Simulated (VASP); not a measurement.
# HBr (Fmmm) in VASP: further runs

The runs below take HBr through single point, with LDA.

All numbers are computed with VASP 6.6.1; they aren't measurements. Logs are shortened: lines on timing, memory, paths and dates and some standing lists are left out, and cuts for length are marked.

**1. The cell of the first run**

The structure is orthorhombic, space group Fmmm (No. 69). The conventional cell has a = 3.342 Å, b = 6.814 Å, c = 6.846 Å, α = 90.00°, β = 90.00°, γ = 90.00°. Within 2.2 Å of H (site symmetry mmm) lie 2 Br at 1.67 Å. Br (site symmetry mmm) has 2 H at 1.67 Å within 2.2 Å.

**2. Single point, LDA**

Input file INCAR:

```
SYSTEM = HBr
PREC = Accurate
ENCUT = 520
EDIFF = 1E-6
ISMEAR = 0
SIGMA = 0.1
LREAL = .FALSE.
LASPH = .TRUE.
NELM = 60
ALGO = Normal
ISIF = 2
LWAVE = .FALSE.
LCHARG = .FALSE.
GGA = CA
NBANDS = 11
```

Input file KPOINTS:

```
regular mesh
0
G
  6 6 6
  0 0 0
```

Input file POSCAR:

```
HBr
1.0
    0.0000000000      3.4069773357      3.4230346587
    1.6708935217      0.0000000000      3.4230346587
    1.6708935217      3.4069773357      0.0000000000
H Br
1 1
Direct
    0.0000000000      0.0000000000      0.0000000000
    0.5000000000      0.5000000000      0.5000000000
```

Potentials or basis: VASP PAW LDA potentials, release 64 (H, Br).

Launch:

```
$ cat potpaw_LDA.64/H/POTCAR potpaw_LDA.64/Br/POTCAR > POTCAR
$ mpirun -np 1 vasp_std > vasp.out
```

OUTCAR:

```text
SYSTEM = HBr
   PREC = Accurate
   ENCUT = 520
   EDIFF = 1E-6
   ISMEAR = 0
   LREAL = .FALSE.
   LASPH = .TRUE.
   NELM = 60
   ISIF = 2
   GGA = CA

 ion  position               nearest neighbor table
   1  0.000  0.000  0.000-   2 1.67   2 1.67
   2  0.500  0.500  0.500-   1 1.67   1 1.67

  LATTYP: Found a face centered orthorhombic cell.
 ALAT       =     3.3417870434
 B/A-ratio  =     2.0390152284
 C/A-ratio  =     2.0486252501

  Lattice vectors:

 A1 = (   0.0000000000,   3.4069773357,   3.4230346587)
 A2 = (   1.6708935217,   0.0000000000,   3.4230346587)
 A3 = (   1.6708935217,   3.4069773357,   0.0000000000)

Analysis of symmetry for initial positions (statically):
=====================================================================
 Subroutine PRICEL returns:
 Original cell was already a primitive cell.

 Routine SETGRP: Setting up the symmetry group for a
 face centered orthorhombic supercell.

 Subroutine GETGRP returns: Found  8 space group operations
 (whereof  8 operations were pure point group operations)
 out of a pool of  8 trial point group operations.

The static configuration has the point symmetry D_2h.

Analysis of symmetry for dynamics (positions and initial velocities):
=====================================================================
 Subroutine PRICEL returns:
 Original cell was already a primitive cell.

 Routine SETGRP: Setting up the symmetry group for a
 face centered orthorhombic supercell.

 Subroutine GETGRP returns: Found  8 space group operations
 (whereof  8 operations were pure point group operations)
 out of a pool of  8 trial point group operations.

The dynamic configuration has the point symmetry D_2h.

 Subroutine INISYM returns: Found  8 space group operations
 (whereof  8 operations are pure point group operations),
 and found     1 'primitive' translations

----------------------------------------------------------------------------------------

                                     Primitive cell

  volume of cell :      38.9726

  direct lattice vectors                    reciprocal lattice vectors
     0.000000000  3.406977336  3.423034659    -0.299241091  0.146757654  0.146069219
     1.670893522  0.000000000  3.423034659     0.299241091 -0.146757654  0.146069219
     1.670893522  3.406977336  0.000000000     0.299241091  0.146757654 -0.146069219

  length of vectors
     4.829561144  3.809074879  3.794651463     0.363894567  0.363894567  0.363894567

  position of ions in fractional coordinates (direct lattice)
     0.000000000  0.000000000  0.000000000
     0.500000000  0.500000000  0.500000000

  ion indices of the primitive-cell ions
   primitive index   ion index
                 1           1
                 2           2

----------------------------------------------------------------------------------------

 KPOINTS: regular mesh

Automatic generation of k-mesh.
 Grid dimensions read from file:
 generate k-points for:    6    6    6

 Generating k-lattice:

  Cartesian coordinates                     Fractional coordinates (reciprocal lattice)
    -0.049873515  0.024459609  0.024344870     0.166666667  0.000000000  0.000000000
     0.049873515 -0.024459609  0.024344870     0.000000000  0.166666667  0.000000000
     0.049873515  0.024459609 -0.024344870     0.000000000  0.000000000  0.166666667

  Length of vectors
     0.060649095  0.060649095  0.060649095

  Shift w.r.t. Gamma in fractional coordinates (k-lattice)
     0.000000000  0.000000000  0.000000000

 Subroutine IBZKPT returns following result:
 ===========================================

 Found     46 irreducible k-points:

 Following reciprocal coordinates:
            Coordinates               Weight
  0.000000  0.000000  0.000000      1.000000
  0.166667  0.000000  0.000000      8.000000
  0.333333 -0.000000  0.000000      8.000000
  0.500000  0.000000  0.000000      4.000000
  0.166667  0.166667  0.000000      2.000000
  0.333333  0.166667  0.000000      8.000000
[... 16 lines left out ...]
 -0.166667  0.166667  0.166667      8.000000
  0.500000  0.333333  0.166667      4.000000
 [... further k-points ...]
   k-points           NKPTS =     46   k-points in BZ     NKDIM =     46   number of bands    NBANDS=     11
   number of dos      NEDOS =    301   number of ions     NIONS =      2
   total plane-waves  NPLWV =  28224
   dimension x,y,z NGX =    36 NGY =   28 NGZ =   28
   dimension x,y,z NGXF=    72 NGYF=   56 NGZF=   56
   ions per type =               1   1
   NGX,Y,Z   is equivalent  to a cutoff of  12.39, 12.22, 12.27 a.u.
   NGXF,Y,Z  is equivalent  to a cutoff of  24.78, 24.44, 24.53 a.u.
 SYSTEM =  HBr
   PREC   = accura    normal or accurate (medium, high low for compatibility)
   ISTART =      0    job   : 0-new  1-cont  2-samecut
   ICHARG =      2    charge: 1-file 2-atom 10-const
   ISPIN  =      1    spin polarized calculation?
   LNONCOLLINEAR =      F non collinear calculations
   LSORBIT =      F    spin-orbit coupling
   LASPH  =      T    aspherical Exc in radial PAW
   ENCUT  =  520.0 eV  38.22 Ry    6.18 a.u.   8.98  7.08  7.06*2*pi/ulx,y,z
   NELM   =     60;   NELMIN=  2; NELMDL= -5     # of ELM steps
   EDIFF  = 0.1E-05   stopping-criterion for ELM
   LREAL  =      F    real-space projection
   EDIFFG = 0.1E-04   stopping-criterion for IOM
   NSW    =      0    number of steps for IOM
   IBRION =     -1    ionic relax: 0-MD 1-quasi-New 2-CG
   NFREE  =      0    steps in history (QN), initial steepest desc. (CG)
   ISIF   =      2    stress and relaxation
   ISYM   =      2    0-nonsym 1-usesym 2-fastsym
   POTIM  = 0.5000    time-step for ionic-motion
   TEBEG  =    0.0;   TEEND  =   0.0 temperature during run
   PSTRESS=    0.0 pullay stress
   NELECT =       8.0000    total number of electrons
   NUPDOWN=      -1.0000    fix difference up-down
   EMIN   =  10.00;   EMAX   =-10.00  energy-range for DOS
   EFERMI =   0.00;   METHOD = LEGACY
   ISMEAR =     0;   SIGMA  =   0.10  broadening in eV -4-tet -1-fermi 0-gaus
   EFERMI_NEDOS =   21; number of points for ismear=-14 and -15
   IALGO  =     38    algorithm
   IMIX   =      4    mixing-type and parameters
     AMIX     =   0.40;   BMIX     =  1.00
     AMIX_MAG =   1.60;   BMIX_MAG =  1.00
  volume/ion in A,a.u.               =      19.49       131.50
  Fermi-wavevector in a.u.,A,eV,Ry     =   0.965721  1.824948 12.689028  0.932617
  Thomas-Fermi vector in A             =   2.095462
   LORBIT       =      0    0 simple, 1 ext, 2 COOP (PROOUT), +10 PAW based schemes
   GGA     = CA    functional components
   LHFCALC =     F    Hartree Fock is set to
   AEXX    =    0.0000 exact exchange contribution
   IVDW    =     0    specifies the selected vdW correction
   LEPSILON=     F    determine dielectric tensor
   LRPA    =     F    only Hartree local field effects (RPA)
 non-spin polarized calculation
 Gauss-broadening in eV      SIGMA  =   0.10
  energy-cutoff  :      520.00
  volume of cell :       38.97
 maximum number of plane-waves:      1064
   NGX = 17   NGY = 15   NGZ = 15

 number of electron       8.0000001 magnetization

 Free energy of the ion-electron system (eV)
  ---------------------------------------------------
  ext. energy  EPLUGINS =         0.00000000
  ---------------------------------------------------
  free energy    TOTEN  =        -5.46857686 eV

  energy without entropy =       -5.46857686  energy(sigma->0) =       -5.46857686

 E-fermi :  -0.5356     XC(G=0):  -8.3203

 val. band max:       -0.8865817437   @ k =   0.5000   0.5000   0.0000
 cond. band min:      -0.1873529759   @ k =   0.0000   0.5000   0.5000
 fundamental gap:      0.6992287679
 Fermi energy:        -0.5355740311

 k-point     1 :       0.0000    0.0000    0.0000
  band No.  band energies     occupation
      1     -15.8721      2.00000
      2      -1.5641      2.00000
      3      -1.1792      2.00000
      4      -1.1445      2.00000
      5       0.5398      0.00000
      6       4.8286      0.00000
      7       8.5737      0.00000
      8      13.2574      0.00000
      9      13.2953      0.00000
     10      13.9741      0.00000
     11      13.9787      0.00000

 k-point     2 :       0.1667    0.0000    0.0000
  band No.  band energies     occupation
      1     -15.5674      2.00000
      2      -4.4428      2.00000
      3      -1.3596      2.00000
      4      -1.2624      2.00000
      5       3.9752      0.00000
      6       5.6767      0.00000
      7       8.8675      0.00000
      8      10.3588      0.00000
      9      10.9048      0.00000
     10      14.3006      0.00000
     11      16.3380      0.00000

 k-point     3 :       0.3333   -0.0000    0.0000
  band No.  band energies     occupation
      1     -14.8028      2.00000
      2      -7.2836      2.00000
      3      -1.6046      2.00000
      4      -1.4302      2.00000
      5       6.0661      0.00000
      6       7.5608      0.00000
      7       8.6656      0.00000
      8       9.9593      0.00000
      9      12.5932      0.00000
     10      12.9403      0.00000
     11      14.6359      0.00000

 k-point     4 :       0.5000    0.0000    0.0000
  band No.  band energies     occupation
      1     -14.2782      2.00000
      2      -8.5144      2.00000
      3      -1.6741      2.00000
      4      -1.4968      2.00000
      5       5.6090      0.00000
      6       6.8736      0.00000
      7      11.2086      0.00000
      8      11.8279      0.00000
      9      12.4920      0.00000
     10      15.2272      0.00000
     11      15.5062      0.00000
[... 239 lines left out ...]
 k-point    22 :      -0.3333    0.1667    0.1667
  band No.  band energies     occupation
      1     -14.5821      2.00000
      2      -7.5013      2.00000
      3      -2.1742      2.00000
      4      -2.0226      2.00000
      5       6.7264      0.00000
      6       8.2032      0.00000
      7       8.3831      0.00000
      8       9.2774      0.00000
      9      13.0198      0.00000
     10      16.1889      0.00000
     11      16.4896      0.00000

 k-point    23 :      -0.1667    0.1667    0.1667
  band No.  band energies     occupation
      1     -14.2943      2.00000
      2      -8.4823      2.00000
      3      -1.5948      2.00000
      4      -1.5486      2.00000
      5       6.7376      0.00000
      6       7.6397      0.00000
      7       8.9085      0.00000
      8       9.8839      0.00000
      9      11.8051      0.00000
     10      12.4589      0.00000
     11      17.9657      0.00000

 k-point    24 :       0.5000    0.3333    0.1667
  band No.  band energies     occupation
      1     -15.5558      2.00000
      2      -3.1848      2.00000
      3      -1.8369      2.00000
      4      -1.6960      2.00000
      5       0.1990      0.00000
      6       7.6921      0.00000
      7       9.8852      0.00000
      8      12.0383      0.00000
      9      12.9879      0.00000
     10      14.6961      0.00000
     11      15.4520      0.00000

 [... further k-points ...]

------------------------ aborting loop because EDIFF is reached ----------------------------------------

  FORCE on cell =-STRESS in cart. coord.  units (eV):
  Direction    XX          YY          ZZ          XY          YZ          ZX
  --------------------------------------------------------------------------------------
  -------------------------------------------------------------------------------------
  Total        0.0091045      0.0513542      0.0295025     -0.0000000      0.0000000      0.0000000
  in kB        0.3742882      2.1111889      1.2128587     -0.0000000      0.0000000      0.0000000
  external PRESSURE =       1.2327786 kB  Pullay stress =       0.0000000 kB

 VOLUME and BASIS-vectors are now :
 -----------------------------------------------------------------------------
  energy-cutoff  :      520.00
  volume of cell :       38.97
      direct lattice vectors                 reciprocal lattice vectors
     0.000000000  3.406977336  3.423034659    -0.299241091  0.146757654  0.146069219
     1.670893522  0.000000000  3.423034659     0.299241091 -0.146757654  0.146069219
     1.670893522  3.406977336  0.000000000     0.299241091  0.146757654 -0.146069219

 POSITION                                       TOTAL-FORCE (eV/Angst)
 -----------------------------------------------------------------------------------
      0.00000      0.00000      0.00000         0.000000      0.000000      0.000000
      1.67089      3.40698      3.42303         0.000000     -0.000000     -0.000000
 -----------------------------------------------------------------------------------
    total drift:                                0.000000      0.000000      0.000000

  FREE ENERGIE OF THE ION-ELECTRON SYSTEM (eV)
  ---------------------------------------------------
  free  energy   TOTEN  =        -5.4685768644 eV

  energy  without entropy=       -5.4685768616  energy(sigma->0) =       -5.46857686
```

Wall time 9.4 s (1 thread of AMD EPYC 9R45 (Zen 5), shared host); peak memory 0.13 GiB.

What came out:

| Property | Result |
| --- | --- |
| Free energy | -5.4686 eV |
| Pressure | 0.1 GPa |
| Band gap on the k mesh | 0.70 eV (least direct gap 1.09 eV) |

(Part 1 of 2 ends here.)
